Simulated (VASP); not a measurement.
# Te (R-3m) in VASP: a series of runs, part 2 of 3

VASP 6.6.1. Earlier steps stand in the parts before.

### Step 3. Single point, PBEsol (30.35 Å³/atom)

The input, INCAR:

```
PREC = Accurate
ENCUT = 520
EDIFF = 1E-6
ISMEAR = 0
SIGMA = 0.15
LREAL = False
LASPH = True
NELM = 60
ALGO = Normal
ISIF = 2
LWAVE = False
LCHARG = True
GGA = PS
LELF = True
LVHAR = True
NBANDS = 9
```

The input, KPOINTS:

```
regular mesh
0
Gamma
  15 15 15
```

The input, POSCAR:

```
Te
1.0
    2.2503889884      1.2992626883      1.7297990024
   -2.2503889884      1.2992626883      1.7297990024
    0.0000000000     -2.5985253764      1.7297990025
Te
1
Direct
    0.5000000000      0.5000000000      0.5000000000
```

Potentials or basis: VASP PAW PBE potentials, release 64 (Te).

Launch:

```console
cat potpaw_PBE.64/Te/POTCAR > POTCAR
mpirun -np 1 vasp_std > vasp.out
```

OUTCAR:

```text
PREC = Accurate
   ENCUT = 520
   EDIFF = 1E-6
   ISMEAR = 0
   LREAL = False
   LASPH = True
   NELM = 60
   ISIF = 2
   GGA = PS

 ion  position               nearest neighbor table
   1  0.500  0.500  0.500-

  LATTYP: Found a trigonal (rhomboedric) cell.
 ALAT       =     3.1216243722
 COS(alpha) =    -0.0394028377

  Lattice vectors:

 A1 = (   2.2503889884,   1.2992626883,   1.7297990024)
 A2 = (  -2.2503889884,   1.2992626883,   1.7297990024)
 A3 = (   0.0000000000,  -2.5985253764,   1.7297990025)

Analysis of symmetry for initial positions (statically):
=====================================================================
 Subroutine PRICEL returns:
 Original cell was already a primitive cell.

 Routine SETGRP: Setting up the symmetry group for a
 trigonal (rhombohedral) supercell.

 Subroutine GETGRP returns: Found 12 space group operations
 (whereof 12 operations were pure point group operations)
 out of a pool of 12 trial point group operations.

The static configuration has the point symmetry D_3d.

Analysis of symmetry for dynamics (positions and initial velocities):
=====================================================================
 Subroutine PRICEL returns:
 Original cell was already a primitive cell.

 Routine SETGRP: Setting up the symmetry group for a
 trigonal (rhombohedral) supercell.

 Subroutine GETGRP returns: Found 12 space group operations
 (whereof 12 operations were pure point group operations)
 out of a pool of 12 trial point group operations.

The dynamic configuration has the point symmetry D_3d.

 Subroutine INISYM returns: Found 12 space group operations
 (whereof 12 operations are pure point group operations),
 and found     1 'primitive' translations

----------------------------------------------------------------------------------------

                                     Primitive cell

[... 110 lines left out ...]
  Fermi-wavevector in a.u.,A,eV,Ry     =   0.953729  1.802286 12.375833  0.909598
  Thomas-Fermi vector in A             =   2.082410
   LORBIT       =      0    0 simple, 1 ext, 2 COOP (PROOUT), +10 PAW based schemes
   GGA     = PS    functional components
   LHFCALC =     F    Hartree Fock is set to
   AEXX    =    0.0000 exact exchange contribution
   IVDW    =     0    specifies the selected vdW correction
   LEPSILON=     F    determine dielectric tensor
   LRPA    =     F    only Hartree local field effects (RPA)
 non-spin polarized calculation
 Gauss-broadening in eV      SIGMA  =   0.15
  energy-cutoff  :      520.00
  volume of cell :       30.35
 maximum number of plane-waves:       837
   NGX = 11   NGY = 11   NGZ = 11

 number of electron       5.9999998 magnetization

 Free energy of the ion-electron system (eV)
  ---------------------------------------------------
  ext. energy  EPLUGINS =         0.00000000
  ---------------------------------------------------
  free energy    TOTEN  =        -3.50939896 eV

  energy without entropy =       -3.50462045  energy(sigma->0) =       -3.50700971

 E-fermi :   7.2837     XC(G=0):  -9.7546

 val. band max:        7.2825569712   @ k =  -0.3333   0.3333   0.2000
 cond. band min:       7.2879150169   @ k =   0.2667   0.1333   0.1333
 fundamental gap:      0.0053580457
 Fermi energy:         7.2836699055

 k-point     1 :       0.0000    0.0000    0.0000
  band No.  band energies     occupation
      1      -6.9071      2.00000
      2       8.4092      0.00000
      3       8.6813      0.00000
      4       8.6813      0.00000
      5      13.2840      0.00000
      6      13.2840      0.00000
      7      13.9449      0.00000
      8      25.0537      0.00000
      9      25.1236      0.00000
[... 265 lines left out ...]
 k-point    24 :       0.2000    0.1333    0.0000
  band No.  band energies     occupation
      1      -6.1551      2.00000
      2       5.0904      2.00000
      3       6.8163      1.99999
      4       9.2395      0.00000
      5      14.2276      0.00000
      6      16.5421      0.00000
      7      18.0796      0.00000
      8      19.8564      0.00000
      9      21.2577      0.00000

 [... further k-points ...]

------------------------ aborting loop because EDIFF is reached ----------------------------------------

  FORCE on cell =-STRESS in cart. coord.  units (eV):
  Direction    XX          YY          ZZ          XY          YZ          ZX
  --------------------------------------------------------------------------------------
  -------------------------------------------------------------------------------------
  Total        0.3149921      0.3149921      0.2982466      0.0000000      0.0000000      0.0000000
  in kB       16.6306310     16.6306310     15.7465215      0.0000000      0.0000000      0.0000000
  external PRESSURE =      16.3359278 kB  Pullay stress =       0.0000000 kB

 VOLUME and BASIS-vectors are now :
 -----------------------------------------------------------------------------
  energy-cutoff  :      520.00
  volume of cell :       30.35
      direct lattice vectors                 reciprocal lattice vectors
     2.250388988  1.299262688  1.729799002     0.222183810  0.128277883  0.192700616
    -2.250388988  1.299262688  1.729799002    -0.222183810  0.128277883  0.192700616
     0.000000000 -2.598525376  1.729799003     0.000000000 -0.256555765  0.192700616

 POSITION                                       TOTAL-FORCE (eV/Angst)
 -----------------------------------------------------------------------------------
      0.00000      0.00000      2.59470         0.000000      0.000000     -0.000000
 -----------------------------------------------------------------------------------
    total drift:                                0.000000      0.000000     -0.000000

  FREE ENERGIE OF THE ION-ELECTRON SYSTEM (eV)
  ---------------------------------------------------
  free  energy   TOTEN  =        -3.5093989603 eV

  energy  without entropy=       -3.5046204515  energy(sigma->0) =       -3.50700971
```

OSZICAR:

```text
N       E                     dE             d eps       ncg     rms          rms(c)
DAV:   1     0.169843385549E+02    0.16984E+02   -0.25221E+03  6200   0.532E+02
DAV:   2    -0.296577000650E+01   -0.19950E+02   -0.19093E+02  8147   0.730E+01
DAV:   3    -0.350514792340E+01   -0.53938E+00   -0.53762E+00  7522   0.149E+01
DAV:   4    -0.350919181495E+01   -0.40439E-02   -0.40436E-02  8708   0.146E+00
DAV:   5    -0.350922841042E+01   -0.36595E-04   -0.36596E-04  7838   0.109E-01    0.874E+00
DAV:   6    -0.350934546419E+01   -0.11705E-03   -0.27995E-04  8225   0.126E-01    0.532E+00
DAV:   7    -0.350938656758E+01   -0.41103E-04   -0.68885E-04  6828   0.192E-01    0.635E-02
DAV:   8    -0.350939604931E+01   -0.94817E-05   -0.15110E-05  8616   0.245E-02    0.395E-02
DAV:   9    -0.350939908028E+01   -0.30310E-05   -0.45585E-06  6756   0.132E-02    0.199E-02
DAV:  10    -0.350939896025E+01    0.12003E-06   -0.78503E-08  3870   0.192E-03
   1 F= -.35093990E+01 E0= -.35070097E+01  d E =-.477851E-02
```

stdout:

```text
POSCAR found type information on POSCAR Te
 POSCAR found :  1 types and       1 ions
 scaLAPACK will be used
 -----------------------------------------------------------------------------
|                                                                             |
|                                                                             |
|     You enforced a specific xc type in the INCAR file but a different       |
|     I HOPE YOU KNOW WHAT YOU ARE DOING!                                     |
|                                                                             |
 -----------------------------------------------------------------------------

 LDA part: xc-table for (Slater+PW92), standard interpolation
 POSCAR, INCAR and KPOINTS ok, starting setup
 FFT: planning ... GRIDC
 FFT: planning ... GRID_SOFT
 FFT: planning ... GRID
 WAVECAR not read
 entering main loop
```

It took 29 s on 1 thread of AMD EPYC 9R45 (Zen 5), shared host; peak memory 0.18 GiB.

What came out:

* Free energy: -3.5094 eV
* Pressure: 1.6 GPa
* Band gap on the k mesh: zero (bands 3 and 4 overlap by 5.51 eV)

Stress tensor (GPa, compression positive):
```
1.66 0.00 0.00
0.00 1.66 0.00
0.00 0.00 1.57
```

Caveat: the PAW data sets were made with another functional, which shifts forces and pressure a little; spin-orbit coupling is left out, which moves the levels of the heavy elements.

### Step 4. Single point, PBEsol (30.35 Å³/atom)

The input, INCAR:

```
SYSTEM = Te
PREC     = Accurate       ! precision mode
ENCUT    = 520            ! plane-wave cutoff, eV
EDIFF    = 1E-6           ! SCF threshold, eV
ISMEAR   = 0              ! smearing method
SIGMA    = 0.15           ! smearing width, eV
LREAL    = .False.        ! projectors in reciprocal space
LASPH    = .True.         ! aspherical terms in the spheres
NELM     = 100            ! most SCF steps
ALGO     = Normal         ! electronic algorithm
ISIF     = 2              ! what is computed and relaxed
LWAVE    = .False.        ! write WAVECAR
LCHARG   = .False.        ! write CHGCAR
GGA      = PS             ! functional
NBANDS   = 9              ! bands
```

The input, KPOINTS:

```
regular mesh
0
Gamma
  15 15 15
  0 0 0
```

The input, POSCAR:

```
Te
1.0
    2.1910722809      1.2650161712      1.8247249955
   -2.1910722809      1.2650161712      1.8247249955
    0.0000000000     -2.5300323423      1.8247249956
Te
1
Direct
    0.5000000000      0.5000000000      0.5000000000
```

Launch:

```console
cat potpaw_PBE.64/Te/POTCAR > POTCAR
mpirun -np 1 vasp_std > vasp.out
```

It took 27 s on 1 thread of AMD EPYC 9R45 (Zen 5), shared host; peak memory 0.18 GiB.

Results (log left out):

```
Free energy            : -3.5089 eV
Pressure               : 1.8 GPa
Band gap on the k mesh : zero (bands 3 and 4 overlap by 5.92 eV)
```

Stress tensor (GPa, compression positive):
```
1.75 0.00 0.00
0.00 1.75 0.00
0.00 0.00 1.85
```

Levels at points of the mesh, in eV from the Fermi level:
| k point | band 1 | band 2 | band 3 | band 4 | band 5 | band 6 | band 7 | band 8 |
| --- | --- | --- | --- | --- | --- | --- | --- | --- |
| (0.00, 0.00, 0.00) | -14.21 | 1.25 | 1.25 | 1.34 | 5.96 | 5.96 | 6.63 | 17.96 |

Caveat: the PAW data sets were made with another functional, which shifts forces and pressure a little; spin-orbit coupling is left out, which moves the levels of the heavy elements.

### Step 5. Single point, PBEsol (30.35 Å³/atom)

The input, INCAR:

```
SYSTEM = Te
ALGO = Normal
EDIFF = 1E-7
ENCUT = 520
GGA = PS
ISIF = 2
ISMEAR = 0
LASPH = .True.
LCHARG = .False.
LREAL = .False.
LWAVE = .False.
NBANDS = 9
NELM = 100
PREC = Accurate
SIGMA = 0.15
```

The input, KPOINTS:

```
k-points
0
Gamma
  15 15 15
  0 0 0
```

The input, POSCAR:

```
Te
1.0
    2.2304349474      1.2877422174      1.7608878954
   -2.2304349474      1.2877422174      1.7608878954
    0.0000000000     -2.5754844346      1.7608878955
Te
1
Direct
    0.5000000000      0.5000000000      0.5000000000
```

Launch:

```console
cat potpaw_PBE.64/Te/POTCAR > POTCAR
mpirun -np 1 vasp_std > vasp.out
```

Run time: 31 s. Hardware: 1 thread of AMD EPYC 9R45 (Zen 5), shared host; peak memory 0.18 GiB.

It converged, with:

| Property | Result |
| --- | --- |
| Free energy | -3.5091 eV |
| Pressure | 1.8 GPa |
| Band gap on the k mesh | zero (bands 3 and 4 overlap by 5.74 eV) |

Stress tensor (GPa, compression positive):
```
1.78 0.00 0.00
0.00 1.78 0.00
0.00 0.00 1.69
```

Levels at points of the mesh, in eV from the Fermi level:
| k point | band 1 | band 2 | band 3 | band 4 | band 5 | band 6 |
| --- | --- | --- | --- | --- | --- | --- |
| (0.00, 0.00, 0.00) | -14.21 | 1.18 | 1.34 | 1.34 | 5.97 | 5.97 |

Caveat: the PAW data sets were made with another functional, which shifts forces and pressure a little; spin-orbit coupling is left out, which moves the levels of the heavy elements.

### Step 6. Single point, PBEsol (31.18 Å³/atom)

This run uses another cell than the first one, of 31.18 Å³/atom.

The input, INCAR:

```
SYSTEM = Te
PREC     = Accurate       ! precision mode
ENCUT    = 520            ! plane-wave cutoff, eV
EDIFF    = 1E-7           ! SCF threshold, eV
ISMEAR   = 0              ! smearing method
SIGMA    = 0.15           ! smearing width, eV
LREAL    = .FALSE.        ! projectors in reciprocal space
LASPH    = .TRUE.         ! aspherical terms in the spheres
NELM     = 100            ! most SCF steps
ALGO     = Normal         ! electronic algorithm
ISIF     = 2              ! what is computed and relaxed
LWAVE    = .FALSE.        ! write WAVECAR
LCHARG   = .FALSE.        ! write CHGCAR
GGA      = PS             ! functional
NBANDS   = 9              ! bands
```

The input, KPOINTS:

```
regular mesh
0
G
  15 15 15
  0 0 0
```

The input, POSCAR:

```
Te
1.0
    2.2707473470      1.3110165921      1.7454477940
   -2.2707473470      1.3110165921      1.7454477940
    0.0000000000     -2.6220331840      1.7454477941
Te
1
Direct
    0.5000000000      0.5000000000      0.5000000000
```

Potentials or basis: VASP PAW PBE potentials, release 64 (Te).

Launch:

```console
cat potpaw_PBE.64/Te/POTCAR > POTCAR
mpirun -np 1 vasp_std > vasp.out
```

It took 30 s on 1 thread of AMD EPYC 9R45 (Zen 5), shared host; peak memory 0.18 GiB.

Results (log left out):

- Free energy: -3.5134 eV
- Pressure: -0.1 GPa
- Band gap on the k mesh: zero (bands 3 and 4 overlap by 5.32 eV)

Stress tensor (GPa, compression positive):
```
-0.09  0.00  0.00
 0.00 -0.09  0.00
 0.00  0.00  0.03
```

Levels at points of the mesh, in eV from the Fermi level:
```tsv
k point	band 1	band 2	band 3	band 4	band 5	band 6	band 7	band 8
(0.00, 0.00, 0.00)	-13.96	1.10	1.37	1.37	6.04	6.04	6.55	17.60
```

Caveat: the PAW data sets were made with another functional, which shifts forces and pressure a little; spin-orbit coupling is left out, which moves the levels of the heavy elements.

(Continued in part 3 of 3.)
